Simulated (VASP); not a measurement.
# BeS (F-43m) in VASP: a series of runs

The runs below take BeS through single point, relaxation of cell and atoms, with LDA, r2SCAN, PBEsol.

All numbers are computed with VASP 6.6.1; they aren't measurements. Logs are shortened: lines on timing, memory, paths and dates and some standing lists are left out, and cuts for length are marked.

## (1) The cell of the first run

Symmetry: F-43m, No. 216, cubic system. The conventional cell has a = 4.869 Å, b = 4.869 Å, c = 4.869 Å, α = 90.00°, β = 90.00°, γ = 90.00°. Be (site symmetry -43m) has 4 S at 2.11 Å within 2.8 Å. S (site symmetry -43m) has 4 Be at 2.11 Å within 2.8 Å.

## (2) Single point, LDA

Contents of INCAR:

```
SYSTEM = BeS
ALGO = Normal
EDIFF = 1E-7
ENCUT = 520
ISIF = 2
ISMEAR = 0
LASPH = .TRUE.
LCHARG = .FALSE.
LREAL = .FALSE.
LWAVE = .FALSE.
NBANDS = 11
NELM = 100
PREC = Accurate
SIGMA = 0.01
```

Contents of KPOINTS:

```
k-points
0
G
  10 10 10
  0 0 0
```

Contents of POSCAR:

```
BeS
1.0
    0.0000000000      2.4343066371      2.4343066371
    2.4343066371      0.0000000000      2.4343066371
    2.4343066371      2.4343066371      0.0000000000
Be S
1 1
Direct
    0.0000000000      0.0000000000      0.0000000000
    0.2500000000      0.2500000000      0.2500000000
```

Potentials or basis: VASP PAW LDA potentials, release 64 (Be, S).

The run is started by

```sh
cat potpaw_LDA.64/Be/POTCAR potpaw_LDA.64/S/POTCAR > POTCAR
mpirun -np 1 vasp_std > vasp.out
```

OUTCAR:

```text
SYSTEM = BeS
   EDIFF = 1E-7
   ENCUT = 520
   ISIF = 2
   ISMEAR = 0
   LASPH = .TRUE.
   LREAL = .FALSE.
   NELM = 100
   PREC = Accurate

 ion  position               nearest neighbor table
   1  0.000  0.000  0.000-   2 2.11   2 2.11   2 2.11   2 2.11
   2  0.250  0.250  0.250-   1 2.11   1 2.11   1 2.11   1 2.11

  LATTYP: Found a face centered cubic cell.
 ALAT       =     4.8686132742

  Lattice vectors:

 A1 = (   0.0000000000,   2.4343066371,   2.4343066371)
 A2 = (   2.4343066371,   0.0000000000,   2.4343066371)
 A3 = (   2.4343066371,   2.4343066371,   0.0000000000)

Analysis of symmetry for initial positions (statically):
=====================================================================
 Subroutine PRICEL returns:
 Original cell was already a primitive cell.

 Routine SETGRP: Setting up the symmetry group for a
 face centered cubic supercell.

 Subroutine GETGRP returns: Found 24 space group operations
 (whereof 24 operations were pure point group operations)
 out of a pool of 48 trial point group operations.

The static configuration has the point symmetry T_d .

Analysis of symmetry for dynamics (positions and initial velocities):
=====================================================================
 Subroutine PRICEL returns:
 Original cell was already a primitive cell.

 Routine SETGRP: Setting up the symmetry group for a
 face centered cubic supercell.

 Subroutine GETGRP returns: Found 24 space group operations
 (whereof 24 operations were pure point group operations)
 out of a pool of 48 trial point group operations.

The dynamic configuration has the point symmetry T_d .

 Subroutine INISYM returns: Found 24 space group operations
 (whereof 24 operations are pure point group operations),
 and found     1 'primitive' translations

----------------------------------------------------------------------------------------

                                     Primitive cell

  volume of cell :      28.8507

  direct lattice vectors                    reciprocal lattice vectors
     0.000000000  2.434306637  2.434306637    -0.205397296  0.205397296  0.205397296
     2.434306637  0.000000000  2.434306637     0.205397296 -0.205397296  0.205397296
     2.434306637  2.434306637  0.000000000     0.205397296  0.205397296 -0.205397296

  length of vectors
     3.442629461  3.442629461  3.442629461     0.355758552  0.355758552  0.355758552

  position of ions in fractional coordinates (direct lattice)
     0.000000000  0.000000000  0.000000000
     0.250000000  0.250000000  0.250000000

  ion indices of the primitive-cell ions
   primitive index   ion index
                 1           1
                 2           2

----------------------------------------------------------------------------------------

 KPOINTS: k-points

Automatic generation of k-mesh.
 Grid dimensions read from file:
 generate k-points for:   10   10   10

 Generating k-lattice:

  Cartesian coordinates                     Fractional coordinates (reciprocal lattice)
    -0.020539730  0.020539730  0.020539730     0.100000000  0.000000000  0.000000000
     0.020539730 -0.020539730  0.020539730     0.000000000  0.100000000  0.000000000
     0.020539730  0.020539730 -0.020539730     0.000000000  0.000000000  0.100000000

  Length of vectors
     0.035575855  0.035575855  0.035575855

  Shift w.r.t. Gamma in fractional coordinates (k-lattice)
     0.000000000  0.000000000  0.000000000

 Subroutine IBZKPT returns following result:
 ===========================================

 Found     47 irreducible k-points:

 Following reciprocal coordinates:
            Coordinates               Weight
  0.000000  0.000000  0.000000      1.000000
  0.100000  0.000000  0.000000      8.000000
  0.200000  0.000000  0.000000      8.000000
  0.300000  0.000000  0.000000      8.000000
  0.400000  0.000000  0.000000      8.000000
  0.500000  0.000000  0.000000      4.000000
[... 16 lines left out ...]
  0.300000  0.300000  0.000000      6.000000
  0.400000  0.300000  0.000000     24.000000
 [... further k-points ...]
   k-points           NKPTS =     47   k-points in BZ     NKDIM =     47   number of bands    NBANDS=     11
   number of dos      NEDOS =    301   number of ions     NIONS =      2
   total plane-waves  NPLWV =  21952
   dimension x,y,z NGX =    28 NGY =   28 NGZ =   28
   dimension x,y,z NGXF=    56 NGYF=   56 NGZF=   56
   ions per type =               1   1
   NGX,Y,Z   is equivalent  to a cutoff of  13.52, 13.52, 13.52 a.u.
   NGXF,Y,Z  is equivalent  to a cutoff of  27.04, 27.04, 27.04 a.u.
 SYSTEM =  BeS
   PREC   = accura    normal or accurate (medium, high low for compatibility)
   ISTART =      0    job   : 0-new  1-cont  2-samecut
   ICHARG =      2    charge: 1-file 2-atom 10-const
   ISPIN  =      1    spin polarized calculation?
   LNONCOLLINEAR =      F non collinear calculations
   LSORBIT =      F    spin-orbit coupling
   LASPH  =      T    aspherical Exc in radial PAW
   ENCUT  =  520.0 eV  38.22 Ry    6.18 a.u.   6.40  6.40  6.40*2*pi/ulx,y,z
   NELM   =    100;   NELMIN=  2; NELMDL= -5     # of ELM steps
   EDIFF  = 0.1E-06   stopping-criterion for ELM
   LREAL  =      F    real-space projection
   EDIFFG = 0.1E-05   stopping-criterion for IOM
   NSW    =      0    number of steps for IOM
   IBRION =     -1    ionic relax: 0-MD 1-quasi-New 2-CG
   NFREE  =      0    steps in history (QN), initial steepest desc. (CG)
   ISIF   =      2    stress and relaxation
   ISYM   =      2    0-nonsym 1-usesym 2-fastsym
   POTIM  = 0.5000    time-step for ionic-motion
   TEBEG  =    0.0;   TEEND  =   0.0 temperature during run
   PSTRESS=    0.0 pullay stress
   NELECT =       8.0000    total number of electrons
   NUPDOWN=      -1.0000    fix difference up-down
   EMIN   =  10.00;   EMAX   =-10.00  energy-range for DOS
   EFERMI =   0.00;   METHOD = LEGACY
   ISMEAR =     0;   SIGMA  =   0.01  broadening in eV -4-tet -1-fermi 0-gaus
   EFERMI_NEDOS =   21; number of points for ismear=-14 and -15
   IALGO  =     38    algorithm
   IMIX   =      4    mixing-type and parameters
     AMIX     =   0.40;   BMIX     =  1.00
     AMIX_MAG =   1.60;   BMIX_MAG =  1.00
  volume/ion in A,a.u.               =      14.43        97.35
  Fermi-wavevector in a.u.,A,eV,Ry     =   1.067545  2.017368 15.505913  1.139652
  Thomas-Fermi vector in A             =   2.203165
   LORBIT       =      0    0 simple, 1 ext, 2 COOP (PROOUT), +10 PAW based schemes
   GGA     = CA    functional components
   LHFCALC =     F    Hartree Fock is set to
   AEXX    =    0.0000 exact exchange contribution
   IVDW    =     0    specifies the selected vdW correction
   LEPSILON=     F    determine dielectric tensor
   LRPA    =     F    only Hartree local field effects (RPA)
 non-spin polarized calculation
 Gauss-broadening in eV      SIGMA  =   0.01
  energy-cutoff  :      520.00
  volume of cell :       28.85
 maximum number of plane-waves:       794
 NGX is ok and might be reduce to    28
   NGX = 13   NGY = 13   NGZ = 13

 number of electron       7.9999999 magnetization

 Free energy of the ion-electron system (eV)
  ---------------------------------------------------
  ext. energy  EPLUGINS =         0.00000000
  ---------------------------------------------------
  free energy    TOTEN  =       -11.12588561 eV

  energy without entropy =      -11.12588561  energy(sigma->0) =      -11.12588561

 E-fermi :   4.0172     XC(G=0):  -9.9436

 val. band max:        3.9105231902   @ k =   0.0000   0.0000   0.0000
 cond. band min:       6.8391917635   @ k =   0.5000   0.5000   0.0000
 fundamental gap:      2.9286685734
 Fermi energy:         4.0172007098

 k-point     1 :       0.0000    0.0000    0.0000
  band No.  band energies     occupation
      1      -9.6688      2.00000
      2       3.9105      2.00000
      3       3.9105      2.00000
      4       3.9105      2.00000
      5       9.4583      0.00000
      6       9.4583      0.00000
      7       9.4583      0.00000
      8       9.4898      0.00000
      9      16.6996      0.00000
     10      16.6996      0.00000
     11      18.4220      0.00000

 k-point     2 :       0.1000    0.0000    0.0000
  band No.  band energies     occupation
      1      -9.5555      2.00000
      2       3.0820      2.00000
      3       3.7776      2.00000
      4       3.7776      2.00000
      5       9.3299      0.00000
      6       9.6963      0.00000
      7       9.6963      0.00000
      8      10.4573      0.00000
      9      16.1544      0.00000
     10      16.1544      0.00000
     11      18.3177      0.00000

 k-point     3 :       0.2000    0.0000    0.0000
  band No.  band energies     occupation
      1      -9.2320      2.00000
      2       1.4473      2.00000
      3       3.4760      2.00000
      4       3.4760      2.00000
      5       9.2999      0.00000
      6      10.1755      0.00000
      7      10.1755      0.00000
      8      12.1098      0.00000
      9      15.6324      0.00000
     10      15.6324      0.00000
     11      17.9620      0.00000

 k-point     4 :       0.3000    0.0000    0.0000
  band No.  band energies     occupation
      1      -8.7598      2.00000
      2      -0.1735      2.00000
      3       3.1680      2.00000
      4       3.1680      2.00000
      5       9.2687      0.00000
      6      10.4353      0.00000
      7      10.4353      0.00000
      8      13.6208      0.00000
      9      16.0564      0.00000
     10      16.0564      0.00000
     11      17.7576      0.00000

 k-point     5 :       0.4000    0.0000    0.0000
  band No.  band energies     occupation
      1      -8.2851      2.00000
      2      -1.3900      2.00000
      3       2.9548      2.00000
      4       2.9548      2.00000
      5       9.2393      0.00000
      6      10.4019      0.00000
      7      10.4019      0.00000
      8      14.5244      0.00000
      9      17.4475      0.00000
     10      17.4475      0.00000
     11      18.1430      0.00000
[... 211 lines left out ...]
 k-point    21 :      -0.3000    0.2000    0.0000
  band No.  band energies     occupation
      1      -8.1533      2.00000
      2      -0.7443      2.00000
      3       1.1281      2.00000
      4       2.8051      2.00000
      5       9.6470      0.00000
      6      11.4368      0.00000
      7      11.5462      0.00000
      8      13.4359      0.00000
      9      15.1467      0.00000
     10      17.3297      0.00000
     11      20.2585      0.00000

 k-point    22 :      -0.2000    0.2000    0.0000
  band No.  band energies     occupation
      1      -8.6004      2.00000
      2       0.1640      2.00000
      3       1.5758      2.00000
      4       3.2260      2.00000
      5      10.0360      0.00000
      6      10.8426      0.00000
      7      11.1642      0.00000
      8      12.4410      0.00000
      9      14.4393      0.00000
     10      18.0507      0.00000
     11      19.1909      0.00000

 k-point    23 :       0.3000    0.3000    0.0000
  band No.  band energies     occupation
      1      -8.4582      2.00000
      2       0.4972      2.00000
      3       1.9476      2.00000
      4       1.9476      2.00000
      5       7.8355      0.00000
      6       9.7526      0.00000
      7      13.4125      0.00000
      8      13.4125      0.00000
      9      15.8542      0.00000
     10      18.5316      0.00000
     11      20.9174      0.00000

 k-point    24 :       0.4000    0.3000    0.0000
  band No.  band energies     occupation
      1      -8.0869      2.00000
      2      -0.2302      2.00000
      3       1.4661      2.00000
      4       1.7262      2.00000
      5       7.8061      0.00000
      6       9.6386      0.00000
      7      13.8625      0.00000
      8      13.9986      0.00000
      9      17.3378      0.00000
     10      19.2331      0.00000
     11      20.3715      0.00000

 [... further k-points ...]
[... 5 lines left out ...]
  --------------------------------------------------------------------------------------
  -------------------------------------------------------------------------------------
  Total       -0.7527937     -0.7527937     -0.7527937      0.0000000      0.0000000     -0.0000000
  in kB      -41.8052397    -41.8052397    -41.8052397      0.0000000      0.0000000     -0.0000000
  external PRESSURE =     -41.8052397 kB  Pullay stress =       0.0000000 kB

 VOLUME and BASIS-vectors are now :
 -----------------------------------------------------------------------------
  energy-cutoff  :      520.00
  volume of cell :       28.85
      direct lattice vectors                 reciprocal lattice vectors
     0.000000000  2.434306637  2.434306637    -0.205397296  0.205397296  0.205397296
     2.434306637  0.000000000  2.434306637     0.205397296 -0.205397296  0.205397296
     2.434306637  2.434306637  0.000000000     0.205397296  0.205397296 -0.205397296

 POSITION                                       TOTAL-FORCE (eV/Angst)
 -----------------------------------------------------------------------------------
      0.00000      0.00000      0.00000         0.000000      0.000000      0.000000
      1.21715      1.21715      1.21715        -0.000000      0.000000     -0.000000
 -----------------------------------------------------------------------------------
    total drift:                               -0.000000     -0.000000      0.000000

  FREE ENERGIE OF THE ION-ELECTRON SYSTEM (eV)
  ---------------------------------------------------
  free  energy   TOTEN  =       -11.1258856108 eV

  energy  without entropy=      -11.1258856108  energy(sigma->0) =      -11.12588561
```

Wall time 13 s (1 thread of Intel Xeon Platinum 8488C (Sapphire Rapids), shared host); peak memory 0.13 GiB.

Results:

```yaml
Free_energy: -11.1259 eV
Pressure: -4.2 GPa
Band_gap_on_the_k_mesh: 2.93 eV, indirect (least direct gap 5.55 eV)
```

## (3) Single point, r2SCAN

POSCAR is that of step 2.

Contents of INCAR.step1:

```
PREC     = Accurate       # precision mode
ENCUT    = 520            # plane-wave cutoff, eV
ISMEAR   = -1             # smearing method
SIGMA    = 0.02           # smearing width, eV
LREAL    = False          # projectors in reciprocal space
LASPH    = True           # aspherical terms in the spheres
NELM     = 60             # most SCF steps
NBANDS   = 11             # bands
GGA      = PE             # functional
ALGO     = Normal         # electronic algorithm
EDIFF    = 1E-4           # SCF threshold, eV
LWAVE    = True           # write WAVECAR
LCHARG   = False          # write CHGCAR
```

Contents of INCAR.step2:

```
PREC     = Accurate       # precision mode
ENCUT    = 520            # plane-wave cutoff, eV
EDIFF    = 1E-6           # SCF threshold, eV
ISMEAR   = -1             # smearing method
SIGMA    = 0.02           # smearing width, eV
LREAL    = False          # projectors in reciprocal space
LASPH    = True           # aspherical terms in the spheres
NELM     = 60             # most SCF steps
ALGO     = Normal         # electronic algorithm
ISIF     = 2              # what is computed and relaxed
LWAVE    = False          # write WAVECAR
LCHARG   = False          # write CHGCAR
METAGGA  = R2SCAN         # meta-GGA
LMIXTAU  = True         
NBANDS   = 11             # bands
ISTART   = 1
```

Contents of KPOINTS:

```
regular mesh
0
Gamma
  8 8 8
```

Potentials or basis: VASP PAW PBE potentials, release 64 (Be, S).

The run is started by

```sh
cat potpaw_PBE.64/Be/POTCAR potpaw_PBE.64/S/POTCAR > POTCAR
cp INCAR.step1 INCAR
mpirun -np 1 vasp_std > vasp.out
cp INCAR.step2 INCAR
mpirun -np 1 vasp_std > vasp.out
```

Run time: 39 s. Hardware: 1 thread of Intel Xeon Platinum 8488C (Sapphire Rapids), shared host; peak memory 0.16 GiB.

The run converged. Its results:

```yaml
Free_energy: -14.7865 eV
Pressure: 0.3 GPa
Band_gap_on_the_k_mesh: 3.60 eV, indirect (least direct gap 6.26 eV)
```

Levels at points of the mesh, in eV from the valence-band top:
| k point | band 1 | band 2 | band 3 | band 4 | band 5 | band 6 | band 7 | band 8 |
| --- | --- | --- | --- | --- | --- | --- | --- | --- |
| (0.00, 0.00, 0.00) | -14.22 | 0.00 | 0.00 | 0.00 | 6.26 | 6.26 | 6.26 | 6.58 |
| (0.50, 0.00, 0.00) | -12.57 | -5.88 | -1.04 | -1.04 | 6.06 | 7.14 | 7.14 | 12.00 |
| (0.50, 0.50, 0.00) | -12.01 | -5.13 | -2.67 | -2.67 | 3.60 | 5.39 | 13.77 | 13.77 |

Caveat: the PAW data sets were made with another functional, which shifts forces and pressure a little. A k mesh can miss the band edges.

## (4) Single point, r2SCAN

POSCAR is that of step 3.

Contents of INCAR.step1:

```
PREC = Accurate ; ENCUT = 520
ISMEAR = 0 ; SIGMA = 0.01
LREAL = F ; LASPH = T
NELM = 80 ; NBANDS = 11
GGA = PE ; ALGO = Normal
EDIFF = 1E-4 ; LWAVE = T
LCHARG = F
```

Contents of INCAR.step2:

```
PREC = Accurate ; ENCUT = 520
EDIFF = 1E-6 ; ISMEAR = 0
SIGMA = 0.01 ; LREAL = F
LASPH = T ; NELM = 80
ALGO = Normal ; ISIF = 2
LWAVE = F ; LCHARG = F
METAGGA = R2SCAN ; LMIXTAU = T
NBANDS = 11 ; ISTART = 1
```

Contents of KPOINTS:

```
Automatic mesh
0
Gamma
  10 10 10
```

The run is started by

```sh
cat potpaw_PBE.64/Be/POTCAR potpaw_PBE.64/S/POTCAR > POTCAR
cp INCAR.step1 INCAR
mpirun -np 1 vasp_std > vasp.out
cp INCAR.step2 INCAR
mpirun -np 1 vasp_std > vasp.out
```

Wall time 56 s (1 thread of Intel Xeon Platinum 8488C (Sapphire Rapids), shared host); peak memory 0.16 GiB.

It converged, with:

```
Free energy            : -14.7867 eV
Pressure               : 0.3 GPa
Band gap on the k mesh : 3.60 eV, indirect (least direct gap 6.26 eV)
```

Levels at points of the mesh, in eV from the valence-band top:
```tsv
k point	band 1	band 2	band 3	band 4	band 5	band 6	band 7	band 8
(0.00, 0.00, 0.00)	-14.22	0.00	0.00	0.00	6.26	6.26	6.26	6.58
(0.50, 0.00, 0.00)	-12.57	-5.88	-1.04	-1.04	6.06	7.14	7.14	12.00
(0.50, 0.50, 0.00)	-12.01	-5.13	-2.67	-2.67	3.60	5.39	13.77	13.77
```

Caveat: the PAW data sets were made with another functional, which shifts forces and pressure a little. r2SCAN opens gaps a little over a GGA but as a rule still falls short of measured ones.

(Part 1 of 2 ends here.)
